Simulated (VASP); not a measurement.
# HPt2 (P-4m2) in VASP: single point with PBEsol

Aim: the single point of HPt2 with PBEsol.

Program: VASP 6.6.1. These are calculated values, not measurements. Logs are shortened: lines on timing, memory, paths and dates and some standing lists are left out, and cuts for length are marked.

### 1 The cell of the first run

The structure is tetragonal, space group P-4m2 (No. 115). The conventional cell has a = 2.974 Å, b = 2.974 Å, c = 3.098 Å, α = 90.00°, β = 90.00°, γ = 90.00°. Within 2.3 Å of Pt (site symmetry 2mm) lie 2 H at 1.74 Å. Within 2.3 Å of H (site symmetry -4m2) lie 4 Pt at 1.74 Å.

### 2 Single point, PBEsol (Ta replaced by Pt, lengths x 0.890, strained)

The input, INCAR:

```
SYSTEM = HPt2
  PREC = Accurate
  ENCUT = 520
  EDIFF = 1E-6
  ISMEAR = 0
  SIGMA = 0.1
  LREAL = .False.
  LASPH = .True.
  NELM = 80
  ALGO = Normal
  ISIF = 2
  LWAVE = .False.
  LCHARG = .True.
  GGA = PS
  LELF = .True.
  LVHAR = .True.
  NBANDS = 18
```

The input, KPOINTS:

```
regular mesh
0
Gamma
  14 14 14
  0 0 0
```

The input, POSCAR:

```
HPt2
1.0
    2.9740042041      0.0000000000      0.0000000000
    0.0000000000      2.9740042041      0.0000000000
    0.0000000000      0.0000000000      3.0982818767
Pt H
2 1
Direct
    0.5000000000      0.0000000000      0.7054075239
    0.0000000000      0.5000000000      0.2945924761
    0.0000000000      0.0000000000      0.0000000000
```

Potentials or basis: VASP PAW PBE potentials, release 64 (Pt, H).

On the command line:

```bash
cat potpaw_PBE.64/Pt/POTCAR potpaw_PBE.64/H/POTCAR > POTCAR
mpirun -np 1 vasp_std > vasp.out
```

OUTCAR:

```text
SYSTEM = HPt2
   PREC = Accurate
   ENCUT = 520
   EDIFF = 1E-6
   ISMEAR = 0
   LREAL = .False.
   LASPH = .True.
   NELM = 80
   ISIF = 2
   GGA = PS

 ion  position               nearest neighbor table
   1  0.500  0.000  0.705-   3 1.74   3 1.74   2 2.46   2 2.46   2 2.46   2 2.46   2 2.78   2 2.78
                             2 2.78   2 2.78
   2  0.000  0.500  0.295-   3 1.74   3 1.74   1 2.46   1 2.46   1 2.46   1 2.46   1 2.78   1 2.78
                             1 2.78   1 2.78
   3  0.000  0.000  0.000-   1 1.74   2 1.74   2 1.74   1 1.74

  LATTYP: Found a simple tetragonal cell.
 ALAT       =     2.9740042041
 C/A-ratio  =     1.0417879949

  Lattice vectors:

 A1 = (   2.9740042041,   0.0000000000,   0.0000000000)
 A2 = (   0.0000000000,   2.9740042041,   0.0000000000)
 A3 = (   0.0000000000,   0.0000000000,   3.0982818767)

Analysis of symmetry for initial positions (statically):
=====================================================================
 Subroutine PRICEL returns:
 Original cell was already a primitive cell.

 Routine SETGRP: Setting up the symmetry group for a
 simple tetragonal supercell.

 Subroutine GETGRP returns: Found  8 space group operations
 (whereof  8 operations were pure point group operations)
 out of a pool of 16 trial point group operations.

The static configuration has the point symmetry D_2d.

Analysis of symmetry for dynamics (positions and initial velocities):
=====================================================================
 Subroutine PRICEL returns:
 Original cell was already a primitive cell.

 Routine SETGRP: Setting up the symmetry group for a
 simple tetragonal supercell.

 Subroutine GETGRP returns: Found  8 space group operations
 (whereof  8 operations were pure point group operations)
 out of a pool of 16 trial point group operations.

The dynamic configuration has the point symmetry D_2d.

 Subroutine INISYM returns: Found  8 space group operations
 (whereof  8 operations are pure point group operations),
 and found     1 'primitive' translations

----------------------------------------------------------------------------------------

                                     Primitive cell

  volume of cell :      27.4034

  direct lattice vectors                    reciprocal lattice vectors
     2.974004204  0.000000000  0.000000000     0.336247003  0.000000000  0.000000000
     0.000000000  2.974004204  0.000000000     0.000000000  0.336247003  0.000000000
     0.000000000  0.000000000  3.098281877     0.000000000  0.000000000  0.322759529

  length of vectors
     2.974004204  2.974004204  3.098281877     0.336247003  0.336247003  0.322759529

  position of ions in fractional coordinates (direct lattice)
     0.500000000  0.000000000  0.705407524
     0.000000000  0.500000000  0.294592476
     0.000000000  0.000000000  0.000000000

  ion indices of the primitive-cell ions
   primitive index   ion index
                 1           1
                 2           2
                 3           3

----------------------------------------------------------------------------------------

 KPOINTS: regular mesh

Automatic generation of k-mesh.
 Grid dimensions read from file:
 generate k-points for:   14   14   14

 Generating k-lattice:

  Cartesian coordinates                     Fractional coordinates (reciprocal lattice)
     0.024017643  0.000000000  0.000000000     0.071428571  0.000000000  0.000000000
     0.000000000  0.024017643  0.000000000     0.000000000  0.071428571  0.000000000
     0.000000000  0.000000000  0.023054252     0.000000000  0.000000000  0.071428571

  Length of vectors
     0.024017643  0.024017643  0.023054252

  Shift w.r.t. Gamma in fractional coordinates (k-lattice)
     0.000000000  0.000000000  0.000000000

 Subroutine IBZKPT returns following result:
 ===========================================

 Found    288 irreducible k-points:

 Following reciprocal coordinates:
            Coordinates               Weight
  0.000000  0.000000  0.000000      1.000000
  0.071429  0.000000  0.000000      4.000000
  0.142857  0.000000  0.000000      4.000000
  0.214286  0.000000  0.000000      4.000000
  0.285714  0.000000  0.000000      4.000000
  0.357143  0.000000  0.000000      4.000000
[... 16 lines left out ...]
  0.285714  0.214286  0.000000      8.000000
  0.357143  0.214286  0.000000      8.000000
 [... further k-points ...]
   k-points           NKPTS =    288   k-points in BZ     NKDIM =    288   number of bands    NBANDS=     18
   number of dos      NEDOS =    301   number of ions     NIONS =      3
   total plane-waves  NPLWV =  13824
   dimension x,y,z NGX =    24 NGY =   24 NGZ =   24
   dimension x,y,z NGXF=    48 NGYF=   48 NGZF=   48
   ions per type =               2   1
   NGX,Y,Z   is equivalent  to a cutoff of  13.42, 13.42, 12.88 a.u.
   NGXF,Y,Z  is equivalent  to a cutoff of  26.83, 26.83, 25.76 a.u.
 SYSTEM =  HPt2
   PREC   = accura    normal or accurate (medium, high low for compatibility)
   ISTART =      0    job   : 0-new  1-cont  2-samecut
   ICHARG =      2    charge: 1-file 2-atom 10-const
   ISPIN  =      1    spin polarized calculation?
   LNONCOLLINEAR =      F non collinear calculations
   LSORBIT =      F    spin-orbit coupling
   LASPH  =      T    aspherical Exc in radial PAW
   ENCUT  =  520.0 eV  38.22 Ry    6.18 a.u.   5.53  5.53  5.76*2*pi/ulx,y,z
   NELM   =     80;   NELMIN=  2; NELMDL= -5     # of ELM steps
   EDIFF  = 0.1E-05   stopping-criterion for ELM
   LREAL  =      F    real-space projection
   EDIFFG = 0.1E-04   stopping-criterion for IOM
   NSW    =      0    number of steps for IOM
   IBRION =     -1    ionic relax: 0-MD 1-quasi-New 2-CG
   NFREE  =      0    steps in history (QN), initial steepest desc. (CG)
   ISIF   =      2    stress and relaxation
   ISYM   =      2    0-nonsym 1-usesym 2-fastsym
   POTIM  = 0.5000    time-step for ionic-motion
   TEBEG  =    0.0;   TEEND  =   0.0 temperature during run
   PSTRESS=    0.0 pullay stress
   NELECT =      21.0000    total number of electrons
   NUPDOWN=      -1.0000    fix difference up-down
   EMIN   =  10.00;   EMAX   =-10.00  energy-range for DOS
   EFERMI =   0.00;   METHOD = LEGACY
   ISMEAR =     0;   SIGMA  =   0.10  broadening in eV -4-tet -1-fermi 0-gaus
   EFERMI_NEDOS =   21; number of points for ismear=-14 and -15
   IALGO  =     38    algorithm
   IMIX   =      4    mixing-type and parameters
     AMIX     =   0.40;   BMIX     =  1.00
     AMIX_MAG =   1.60;   BMIX_MAG =  1.00
  volume/ion in A,a.u.               =       9.13        61.64
  Fermi-wavevector in a.u.,A,eV,Ry     =   1.498120  2.831036 30.536415  2.244363
  Thomas-Fermi vector in A             =   2.609920
   LORBIT       =      0    0 simple, 1 ext, 2 COOP (PROOUT), +10 PAW based schemes
   GGA     = PS    functional components
   LHFCALC =     F    Hartree Fock is set to
   AEXX    =    0.0000 exact exchange contribution
   IVDW    =     0    specifies the selected vdW correction
   LEPSILON=     F    determine dielectric tensor
   LRPA    =     F    only Hartree local field effects (RPA)
 non-spin polarized calculation
 Gauss-broadening in eV      SIGMA  =   0.10
  energy-cutoff  :      520.00
  volume of cell :       27.40
 maximum number of plane-waves:       759
 NGX is ok and might be reduce to    24
   NGX = 11   NGY = 11   NGZ = 11

 number of electron      21.0000000 magnetization

 Free energy of the ion-electron system (eV)
  ---------------------------------------------------
  ext. energy  EPLUGINS =         0.00000000
  ---------------------------------------------------
  free energy    TOTEN  =       -15.00470297 eV

  energy without entropy =      -14.99707829  energy(sigma->0) =      -15.00089063

 E-fermi :  14.1352     XC(G=0): -14.4468

 val. band max:       14.1286320506   @ k =   0.4286   0.0714   0.0714
 cond. band min:      14.1378687463   @ k =   0.0714   0.0714   0.1429
 fundamental gap:      0.0092366956
 Fermi energy:        14.1351759257

 k-point     1 :       0.0000    0.0000    0.0000
  band No.  band energies     occupation
      1      -0.0664      2.00000
      2       4.7235      2.00000
      3       5.6168      2.00000
      4       8.8294      2.00000
      5       8.9146      2.00000
      6       8.9146      2.00000
[... 10 lines left out ...]
     17      30.5160      0.00000
     18      30.5160      0.00000

 k-point     2 :       0.0714    0.0000    0.0000
  band No.  band energies     occupation
      1       0.0448      2.00000
      2       4.8116      2.00000
      3       5.6692      2.00000
      4       8.8094      2.00000
      5       8.8942      2.00000
      6       8.9489      2.00000
[... 10 lines left out ...]
     17      30.5903      0.00000
     18      30.6297      0.00000

 k-point     3 :       0.1429    0.0000    0.0000
  band No.  band energies     occupation
      1       0.3687      2.00000
      2       5.0620      2.00000
      3       5.8191      2.00000
      4       8.7602      2.00000
      5       8.8520      2.00000
      6       9.0453      2.00000
[... 10 lines left out ...]
     17      30.8006      0.00000
     18      30.9729      0.00000

 k-point     4 :       0.2143    0.0000    0.0000
  band No.  band energies     occupation
      1       0.8751      2.00000
      2       5.4347      2.00000
      3       6.0409      2.00000
      4       8.7101      2.00000
      5       8.8327      2.00000
      6       9.1819      2.00000
[... 10 lines left out ...]
     17      31.1277      0.00000
     18      31.5342      0.00000

 k-point     5 :       0.2857    0.0000    0.0000
  band No.  band energies     occupation
      1       1.5072      2.00000
      2       5.8708      2.00000
      3       6.2878      2.00000
      4       8.6925      2.00000
      5       8.8358      2.00000
      6       9.3107      2.00000
[... 10 lines left out ...]
     17      31.3673      0.00000
     18      32.2405      0.00000

 k-point     6 :       0.3571    0.0000    0.0000
  band No.  band energies     occupation
      1       2.1685      2.00000
      2       6.2930      2.00000
      3       6.5218      2.00000
      4       8.4671      2.00000
      5       8.7351      2.00000
      6       9.2462      2.00000
[... 10 lines left out ...]
     17      30.8430      0.00000
     18      32.4018      0.00000

 k-point     7 :       0.4286    0.0000    0.0000
  band No.  band energies     occupation
      1       2.7044      2.00000
      2       6.5359      2.00000
      3       6.8335      2.00000
      4       7.9048      2.00000
      5       8.8490      2.00000
      6       9.2518      2.00000
[... 10 lines left out ...]
     17      30.7067      0.00000
     18      32.7554      0.00000

 k-point     8 :       0.5000    0.0000    0.0000
  band No.  band energies     occupation
      1       2.9182      2.00000
      2       6.5928      2.00000
      3       7.1074      2.00000
      4       7.5516      2.00000
      5       8.9738      2.00000
      6       9.1165      2.00000
[... 10 lines left out ...]
     17      30.7794      0.00000
     18      32.1155      0.00000
[... 229 lines left out ...]
     17      30.7292      0.00000
     18      31.6462      0.00000

 k-point    20 :       0.4286    0.1429    0.0000
  band No.  band energies     occupation
      1       2.9750      2.00000
      2       6.3312      2.00000
      3       6.9903      2.00000
      4       7.7847      2.00000
      5       8.2190      2.00000
      6       9.4337      2.00000
[... 10 lines left out ...]
     17      30.6815      0.00000
     18      32.5032      0.00000

 k-point    21 :       0.5000    0.1429    0.0000
  band No.  band energies     occupation
      1       3.1749      2.00000
      2       6.2907      2.00000
      3       7.1085      2.00000
      4       7.6988      2.00000
      5       8.2328      2.00000
      6       9.6014      2.00000
[... 10 lines left out ...]
     17      30.5238      0.00000
     18      33.0523      0.00000

 k-point    22 :       0.2143    0.2143    0.0000
  band No.  band energies     occupation
      1       1.7090      2.00000
      2       6.1613      2.00000
      3       6.4260      2.00000
      4       7.6864      2.00000
      5       8.2073      2.00000
      6       9.6932      2.00000
[... 10 lines left out ...]
     17      30.3669      0.00000
     18      30.5606      0.00000

 k-point    23 :       0.2857    0.2143    0.0000
  band No.  band energies     occupation
      1       2.2505      2.00000
      2       6.4292      2.00000
      3       6.5901      2.00000
      4       7.5328      2.00000
      5       8.1042      2.00000
      6       9.5167      2.00000
[... 10 lines left out ...]
     17      30.1852      0.00000
     18      30.9036      0.00000

 k-point    24 :       0.3571    0.2143    0.0000
  band No.  band energies     occupation
      1       2.8029      2.00000
      2       6.2705      2.00000
      3       6.8964      2.00000
      4       7.5310      2.00000
      5       8.0509      2.00000
      6       9.4607      2.00000
[... 10 lines left out ...]
     17      29.9522      0.00000
     18      31.8440      0.00000

 [... further k-points ...]

------------------------ aborting loop because EDIFF is reached ----------------------------------------

  FORCE on cell =-STRESS in cart. coord.  units (eV):
  Direction    XX          YY          ZZ          XY          YZ          ZX
  --------------------------------------------------------------------------------------
  -------------------------------------------------------------------------------------
  Total       17.5626800     17.5626800     14.0003842      0.0000000      0.0000000     -0.0000000
  in kB     1026.8270212   1026.8270212    818.5523395      0.0000000      0.0000000     -0.0000000
  external PRESSURE =     957.4021273 kB  Pullay stress =       0.0000000 kB

 VOLUME and BASIS-vectors are now :
 -----------------------------------------------------------------------------
  energy-cutoff  :      520.00
  volume of cell :       27.40
      direct lattice vectors                 reciprocal lattice vectors
     2.974004204  0.000000000  0.000000000     0.336247003  0.000000000  0.000000000
     0.000000000  2.974004204  0.000000000     0.000000000  0.336247003  0.000000000
     0.000000000  0.000000000  3.098281877     0.000000000  0.000000000  0.322759529

 POSITION                                       TOTAL-FORCE (eV/Angst)
 -----------------------------------------------------------------------------------
      1.48700      0.00000      2.18555         0.000000     -0.000000      3.955840
      0.00000      1.48700      0.91273         0.000000     -0.000000     -3.955840
      0.00000      0.00000      0.00000         0.000000      0.000000      0.000000
 -----------------------------------------------------------------------------------
    total drift:                                0.000000      0.000000      0.000000

  FREE ENERGIE OF THE ION-ELECTRON SYSTEM (eV)
  ---------------------------------------------------
  free  energy   TOTEN  =       -15.0047029740 eV

  energy  without entropy=      -14.9970782945  energy(sigma->0) =      -15.00089063
```

Run time: 70 s. Hardware: 1 thread of Intel Xeon Platinum 8259CL at 2.50GHz (Skylake/Cascade Lake), shared host; peak memory 0.24 GiB.

Results:

| Item | Value |
| --- | --- |
| Free energy | -15.0047 eV |
| Pressure | 95.7 GPa |
| Largest force | 3.956 eV/Å |

Forces in eV/Å, atoms in the order of the input:
```
Pt   0.000  0.000  3.956
Pt   0.000  0.000 -3.956
H    0.000  0.000  0.000
```

Stress tensor (GPa, compression positive):
```
102.68   0.00   0.00
  0.00 102.68   0.00
  0.00   0.00  81.86
```

Caveat: the cell differs from its parent crystal (Ta replaced by Pt, lengths x 0.890, strained); the PAW data sets were made with another functional, which shifts forces and pressure a little; spin-orbit coupling is left out, which moves the levels of the heavy elements.
